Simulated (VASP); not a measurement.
Set up this calculation in VASP 6.6.1, as the native input.

```
Task                   : single point
Functional             : r2SCAN
Potentials or basis    : VASP PAW PBE potentials, release 64 (Al, Ni)
Cutoff                 : 520 eV
k mesh                 : 2 × 2 × 2
Occupations            : gaussian, width 0.1 eV
Spin                   : no spin polarisation
Dipole correction      : no
Further INCAR settings : ALGO = Normal; EDIFF = 1e-06; NBANDS = 24
```

The system is AlNi3.

```
CELL_PARAMETERS angstrom
0.00000 2.80189 2.80189
2.80189 0.00000 2.80189
2.80189 2.80189 0.00000
ATOMIC_POSITIONS crystal
Al 0.50000 0.50000 0.50000
Ni 0.25000 0.25000 0.25000
Ni 0.00000 0.00000 0.00000
Ni 0.75000 0.75000 0.75000
```

These files were run (other wordings do the same):

POSCAR

```
AlNi3
1.0
    0.0000000000      2.8018887551      2.8018887551
    2.8018887551      0.0000000000      2.8018887551
    2.8018887551      2.8018887551      0.0000000000
Al Ni
1 3
Direct
    0.5000000000      0.5000000000      0.5000000000
    0.2500000000      0.2500000000      0.2500000000
    0.0000000000      0.0000000000      0.0000000000
    0.7500000000      0.7500000000      0.7500000000
```

INCAR.step1

```
PREC     = Accurate       # precision mode
ENCUT    = 520            # plane-wave cutoff, eV
ISMEAR   = 0              # smearing method
SIGMA    = 0.1            # smearing width, eV
LREAL    = F              # projectors in reciprocal space
LASPH    = T              # aspherical terms in the spheres
NELM     = 100            # most SCF steps
NBANDS   = 24             # bands
GGA      = PE             # functional
ALGO     = Normal         # electronic algorithm
EDIFF    = 1E-4           # SCF threshold, eV
LWAVE    = T              # write WAVECAR
LCHARG   = F              # write CHGCAR
```

INCAR.step2

```
PREC     = Accurate       # precision mode
ENCUT    = 520            # plane-wave cutoff, eV
EDIFF    = 1E-6           # SCF threshold, eV
ISMEAR   = 0              # smearing method
SIGMA    = 0.1            # smearing width, eV
LREAL    = F              # projectors in reciprocal space
LASPH    = T              # aspherical terms in the spheres
NELM     = 100            # most SCF steps
ALGO     = Normal         # electronic algorithm
ISIF     = 2              # what is computed and relaxed
LWAVE    = F              # write WAVECAR
LCHARG   = F              # write CHGCAR
METAGGA  = R2SCAN         # meta-GGA
LMIXTAU  = T            
NBANDS   = 24             # bands
ISTART   = 1
```

KPOINTS

```
regular mesh
0
Gamma
  2 2 2
```

Potentials or basis: VASP PAW PBE potentials, release 64 (Al, Ni).

Launch:

```sh
$ cat potpaw_PBE.64/Al/POTCAR potpaw_PBE.64/Ni/POTCAR > POTCAR
$ cp INCAR.step1 INCAR
$ mpirun -np 1 vasp_std > vasp.out
$ cp INCAR.step2 INCAR
$ mpirun -np 1 vasp_std > vasp.out
```

It gave:

```json
{
 "Pressure": "0.3 GPa"
}
```

Caveat: the k points lie up to 0.97 Å⁻¹ apart; the PAW data sets were made with another functional, which shifts forces and pressure a little.

It took 33 s on 1 thread of Intel(R) Xeon(R) Platinum 8488C (Sapphire Rapids), on a shared host, peak memory 0.17 GiB.
